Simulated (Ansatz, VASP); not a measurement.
This is a calculation of CuO for VASP 6.6.1.

INCAR

```
ALGO     = Normal         # electronic algorithm
EDIFF    = 1E-6           # SCF threshold, eV
EDIFFG   = -0.02          # ionic threshold
ENCUT    = 600            # plane-wave cutoff, eV
GGA      = PS             # functional
IBRION   = 2              # ionic algorithm
ISIF     = 3              # what is computed and relaxed
ISMEAR   = -1             # smearing method
LASPH    = True           # aspherical terms in the spheres
LCHARG   = False          # write CHGCAR
LREAL    = False          # projectors in reciprocal space
LWAVE    = False          # write WAVECAR
NELM     = 60             # most SCF steps
NSW      = 80             # ionic steps
PREC     = Accurate       # precision mode
SIGMA    = 0.05           # smearing width, eV
```

KPOINTS

```
k-points
0
Gamma
  9 9 5
```

File POSCAR:

```
CuO
1.0
    2.8795009639      0.0000000000      0.0000000000
    0.0390727580      2.8792794796      0.0000000000
    0.0174953863      0.0172449008      5.1763391994
Cu O
2 2
Direct
    0.0000000000      0.5000000000      0.0000000000
    0.5000000000      0.0000000000      0.5000000000
    0.9984239700      0.0016717800      0.7498871000
    0.0015760300      0.9983282200      0.2501129000
```

Potentials or basis: VASP PAW PBE potentials, release 64 (Cu, O).

Run with:

```sh
$ cat potpaw_PBE.64/Cu/POTCAR potpaw_PBE.64/O/POTCAR > POTCAR
$ mpirun -np 1 vasp_std > vasp.out
```

**Question.** Translate it to Ansatz 0.2.0. Potentials there: all-electron LAPW, scalar-relativistic.

**Answer.** As run (the cutoff follows the program's own potentials):

The input input.yaml:

```yaml
crystal:
  lattice:
    - [2.8795009639, 0.0, 0.0]
    - [0.039072758, 2.8792794796, 0.0]
    - [0.0174953863, 0.0172449008, 5.1763391994]
  atoms:
    - { symbol: Cu, position: [0.0, 0.5, 0.0] }
    - { symbol: Cu, position: [0.5, 0.0, 0.5] }
    - { symbol: O, position: [0.99842397, 0.00167178, 0.7498871] }
    - { symbol: O, position: [0.00157603, 0.99832822, 0.2501129] }
kpoints:
  mp_grid: { grid: [9, 9, 5] }
scf:
  occupations: { method: fermi_dirac, width: 0.05 }
hamiltonian:
  xc: pbesol
  pseudopotentials: { kind: all_electron, lapw: { basis_error: 0.002 } }
output:
  forces: true
  stress: true
relax:
  f_tol: 0.02
  max_steps: 60
  cell: {}
```

Potentials or basis: all-electron LAPW, scalar-relativistic.

The run is started by

```bash
$ ansatz run input.yaml --threads 2 --pin off --max-ram 8192MiB --backend cpu --events-out ev --progress --plain --runs-dir out
```

Both were run:

|  | VASP | Ansatz | Ansatz less VASP |
| --- | --- | --- | --- |
| relaxed volume (Å³/atom) | 10.70 | 10.67 | -0.031 |
| relaxed length of the cell vector where the two differ most in proportion (Å) | 5.101 | 5.090 | -0.0106 |

VASP's potentials were made for PBE, not for PBEsol. Ansatz ran all-electron here, and VASP with PAW potentials.
